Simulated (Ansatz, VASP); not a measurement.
Two plane-wave programs on Hf5C3

Contents of INCAR:

```
PREC = Accurate
ENCUT = 600
EDIFF = 1E-7
ISMEAR = 0
SIGMA = 0.2
LREAL = F
LASPH = T
NELM = 100
ALGO = Normal
ISIF = 3
LWAVE = F
LCHARG = F
GGA = PE
IBRION = 2
NSW = 36
EDIFFG = -0.08
```

File KPOINTS:

```
Automatic mesh
0
Gamma
  3 3 3
```

Contents of POSCAR:

```
Hf5C3
1.0
    3.2802617000      1.8938599800      3.7957976100
   -3.2802617000      1.8938599800      3.7957976100
    0.0000000000     -3.7877199600      3.7957976100
Hf C
5 3
Direct
    0.7508292700      0.7508292700      0.7508292700
    0.2491707300      0.2491707300      0.2491707300
    0.2741512400      0.7258487600      0.5000000000
    0.5000000000      0.2741512400      0.7258487600
    0.7258487600      0.5000000000      0.2741512400
    0.5967653900      0.5967653900      0.5967653900
    0.4032346100      0.4032346100      0.4032346100
    0.0000000000      0.0000000000      0.0000000000
```

Input for Ansatz:

```yaml
crystal:
  lattice:
    - [3.2802617, 1.89385998, 3.79579761]
    - [-3.2802617, 1.89385998, 3.79579761]
    - [0.0, -3.78771996, 3.79579761]
  atoms:
    - { symbol: Hf, position: [0.75082927, 0.75082927, 0.75082927] }
    - { symbol: Hf, position: [0.24917073, 0.24917073, 0.24917073] }
    - { symbol: Hf, position: [0.27415124, 0.72584876, 0.5] }
    - { symbol: Hf, position: [0.5, 0.27415124, 0.72584876] }
    - { symbol: Hf, position: [0.72584876, 0.5, 0.27415124] }
    - { symbol: C, position: [0.59676539, 0.59676539, 0.59676539] }
    - { symbol: C, position: [0.40323461, 0.40323461, 0.40323461] }
    - { symbol: C, position: [0.0, 0.0, 0.0] }
basis:
  ecutwfc: 420
kpoints:
  mp_grid: { grid: [3, 3, 3] }
hamiltonian:
  xc: pbe
scf:
  occupations: { method: gaussian, width: 0.2 }
  lower_state_search: "off"
output:
  forces: true
  stress: true
  eigenvalues: true
relax:
  adjacent_minimum: "off"
  f_tol: 0.08
  max_steps: 16
  cell: { stress_tol: 0.8 }
```

Alike in both runs: task relaxation of cell and atoms; functional PBE; k mesh 3 × 3 × 3; occupations gaussian, width 0.2 eV; no spin polarisation.

|  | VASP | Ansatz |
| --- | --- | --- |
| version | VASP 6.6.1 | Ansatz 0.2.0 |
| potentials or method | VASP PAW PBE potentials, release 64 (Hf_pv, C), cutoff 600 eV | scalar-relativistic, plane waves, PAW |
| valence electrons in the cell | 62 | 142 |

```tsv
	VASP	Ansatz	Ansatz less VASP
gap on the k mesh at the Fermi level, each at its own relaxed structure (eV)	none	none	-
relaxed volume (Å³/atom)	22.89	23.00	+0.108
relaxed cell length with the largest relative difference (Å)	5.727	5.735	+0.0082
```

A gap of «none» marks a metal or a gap that the smearing closes. VASP's potentials hold 62 valence electrons a cell and Ansatz's 142, so a difference there can come from the potentials and not from the codes.

The k mesh is coarse, so the values compare programs but aren't converged. Neither program's run includes spin-orbit coupling. Noted on VASP's run: the volume moved by over 15 % at a fixed basis, so the end points are rough.
